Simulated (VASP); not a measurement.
Set up this calculation in VASP 6.6.1, as the native input.

| Item | Value |
| --- | --- |
| Task | single point |
| Functional | r2SCAN |
| Potentials or basis | VASP PAW PBE potentials, release 64 (Ti_sv, O) |
| Cutoff | 660 eV |
| k mesh | 6 × 6 × 2 |
| Occupations | gaussian, width 0.1 eV |
| Spin | no spin polarisation |
| Dipole correction | no |
| Further INCAR settings | ALGO = Normal; EDIFF = 1e-06; NBANDS = 22 |

Ti2O:

```
Ti O
1.0
     2.91940    0.00000    0.00000
    -1.45970    2.52827    0.00000
     0.00000    0.00000    4.71300
Ti O
2 1
Direct
  0.66667 0.33333 0.27874
  0.33333 0.66667 0.72126
  0.00000 0.00000 0.00000
```

The input as run:

POSCAR

```
Ti2O
1.0
    2.9193980238      0.0000000000      0.0000000000
   -1.4596990119      2.5282728524      0.0000000000
    0.0000000000      0.0000000000      4.7130000000
Ti O
2 1
Direct
    0.6666666667      0.3333333333      0.2787400000
    0.3333333333      0.6666666667      0.7212600000
    0.0000000000      0.0000000000      0.0000000000
```

INCAR.step1

```
  PREC = Accurate
  ENCUT = 660
  ISMEAR = 0
  SIGMA = 0.1
  LREAL = F
  LASPH = T
  NELM = 120
  NBANDS = 22
  GGA = PE
  ALGO = Normal
  EDIFF = 1E-5
  LWAVE = T
  LCHARG = F
  GGA_COMPAT = F
```

INCAR.step2

```
  PREC = Accurate
  ENCUT = 660
  EDIFF = 1E-6
  ISMEAR = 0
  SIGMA = 0.1
  LREAL = F
  LASPH = T
  NELM = 120
  ALGO = Normal
  ISIF = 2
  LWAVE = F
  LCHARG = F
  METAGGA = R2SCAN
  LMIXTAU = T
  NBANDS = 22
  ISTART = 1
  GGA_COMPAT = F
```

KPOINTS

```
regular mesh
0
Gamma
  6 6 2
```

Potentials or basis: VASP PAW PBE potentials, release 64 (Ti_sv, O).

Launch:

```bash
$ cat potpaw_PBE.64/Ti_sv/POTCAR potpaw_PBE.64/O/POTCAR > POTCAR
$ cp INCAR.step1 INCAR
$ mpirun -np 1 vasp_std > vasp.out
$ cp INCAR.step2 INCAR
$ mpirun -np 1 vasp_std > vasp.out
```

Results of the run:

```
Pressure               : 9.7 GPa
Largest force          : 0.992 eV/Å
Band gap on the k mesh : zero (bands 15 and 16 overlap by 0.85 eV)
```

Caveat: the k points lie up to 0.67 Å⁻¹ apart, too coarse for converged energies and pressures of a metal; the PAW data sets were made with another functional, which shifts forces and pressure a little.

Wall time 93 s on 1 thread of Intel Xeon 8259CL, with other jobs on the host, peak memory 0.17 GiB.
